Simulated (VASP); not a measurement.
The system is TiO2.

```xyz
6
Lattice="4.6417 0.0000 0.0000 0.0000 4.6417 0.0000 0.0000 0.0000 3.0056" Properties=species:S:1:pos:R:3 pbc="T T T"
Ti    0.0000    0.0000    0.0000
Ti    2.3209    2.3209    1.5028
O     1.4194    1.4194    0.0000
O     0.9015    3.7402    1.5028
O     3.2223    3.2223    0.0000
O     3.7402    0.9015    1.5028
```

* Program: VASP 6.6.1
* Task: relaxation of cell and atoms
* Functional: PBE
* Potentials or basis: VASP PAW PBE potentials, release 64 (Ti_sv, O)
* Cutoff: 600 eV
* k mesh: 6 × 6 × 10
* Occupations: gaussian, width 0.02 eV
* Spin: no spin polarisation
* Hubbard terms: Ti d U = 4.0 eV

At the start: pressure 3.8 GPa; volume 10.79 Å³/atom.

Q: How do energy, volume and symmetry change on relaxing?

A: Over 6 steps the energy falls by 2.2 meV/atom and the volume is 10.96 Å³/atom (+1.6 %); space group P4_2/mnm (No. 136, to 0.05 Å).

The path:
```
step  energy change (eV)  largest force (eV/Å)  pressure (GPa)  volume (Å³)
   1              0.0000                0.1650            3.75        64.76
   2              0.0090                0.1542           -4.60        67.15
   3             -0.0130                0.0177           -0.03        65.78
   4             -0.0130                0.0205            0.04        65.76
   5             -0.0132                0.0058            0.05        65.76
   6             -0.0132                0.0002            0.06        65.76
```

Final structure:
```
CELL_PARAMETERS angstrom
4.66708 0.00000 0.00000
0.00000 4.66708 0.00000
0.00000 0.00000 3.01928
ATOMIC_POSITIONS crystal
Ti 0.00000 0.00000 0.00000
Ti 0.50000 0.50000 0.50000
O 0.30510 0.30510 0.00000
O 0.19490 0.80510 0.50000
O 0.69490 0.69490 0.00000
O 0.80510 0.19490 0.50000
```
